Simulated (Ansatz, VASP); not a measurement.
LiBr in VASP and in Ansatz

```
CELL_PARAMETERS angstrom
0.00000 2.73957 2.73957
2.73957 0.00000 2.73957
2.73957 2.73957 0.00000
ATOMIC_POSITIONS crystal
Li 0.00000 0.00000 0.00000
Br 0.50000 0.50000 0.50000
```

Alike in both runs: task single point; functional HSE06; k mesh 6 × 6 × 6; no spin polarisation.

|  | VASP | Ansatz |
| --- | --- | --- |
| version | VASP 6.6.1 | Ansatz 0.2.0 |
| potentials or method | VASP PAW PBE potentials, release 64 (Li_sv, Br) | plane waves, PAW |
| plane-wave cutoff (eV) | 650 | 420 |
| occupations | gaussian, width 0.01 eV | fixed |
| valence electrons in the cell | 10 | 10 |

|  | VASP | Ansatz | Ansatz less VASP |
| --- | --- | --- | --- |
| gap on the k mesh at the Fermi level (eV) | 6.21 | 6.21 | +0.005 |
| pressure (GPa) | -0.2 | -0.1 | +0.12 |

Ansatz's warnings: stress exchange threshold loose, stress scf threshold loose.
